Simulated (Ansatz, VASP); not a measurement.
In in VASP and in Ansatz

Contents of INCAR:

```
  ALGO = Normal
  EDIFF = 1E-6
  ENCUT = 500
  GGA = PE
  GGA_COMPAT = False
  ISIF = 2
  ISMEAR = -1
  LASPH = True
  LCHARG = False
  LREAL = False
  LWAVE = False
  NBANDS = 12
  NELM = 120
  PREC = Accurate
  SIGMA = 0.05
```

The input KPOINTS:

```
k-points
0
Gamma
  12 12 14
```

File POSCAR:

```
In
1.0
   -1.5851490000      1.6346280000      2.4739500000
    1.6346280000     -1.5851490000      2.4739500000
    1.6176720000      1.6176720000     -2.4414270000
In
1
Direct
    0.0000000000      0.0000000000      0.0000000000
```

Input for Ansatz:

```yaml
crystal:
  lattice:
    - [-1.585149, 1.634628, 2.47395]
    - [1.634628, -1.585149, 2.47395]
    - [1.617672, 1.617672, -2.441427]
  atoms:
    - { symbol: In, position: [0.0, 0.0, 0.0] }
kpoints:
  mp_grid: { grid: [12, 12, 14] }
  band_path:
    path:
      - [0.0, 0.0, 0.0]
      - [0.5, 0.5, -0.5]
      - [0.7784861318, 0.2215138682, -0.5]
      - [0.2215138682, -0.2215138682, -0.5]
      - [0.0, 0.0, -0.5]
      - [0.0, 0.0, 0.0]
      - [0.5, -0.5, 0.0]
      - [0.5, 0.0, -0.5]
      - [0.0, 0.0, 0.0]
    npoints: 5
scf:
  occupations: { method: fermi_dirac, width: 0.05 }
hamiltonian:
  xc: pbe
  pseudopotentials: { kind: all_electron, lapw: { basis_error: 0.001 } }
output:
  forces: true
  stress: true
  eigenvalues: true
```

Change from the starting cell: equal xy, yz and zx shear strains of +2 %.

Alike in both runs: task single point; functional PBE; k mesh 12 × 12 × 14; occupations fermi-dirac, width 0.05 eV; no spin polarisation.

|  | VASP | Ansatz |
| --- | --- | --- |
| version | VASP 6.6.1 | Ansatz 0.2.0 |
| potentials or method | VASP PAW PBE potentials, release 64 (In_d), cutoff 500 eV | all-electron LAPW, scalar-relativistic |

```csv
,VASP,Ansatz,Ansatz less VASP
pressure (GPa),2.0,2.1,+0.04
"traceless stress, the component that is largest in VASP (GPa)",-0.44,-0.44,-0.001
```

Ansatz ran all-electron here, and VASP with PAW potentials.
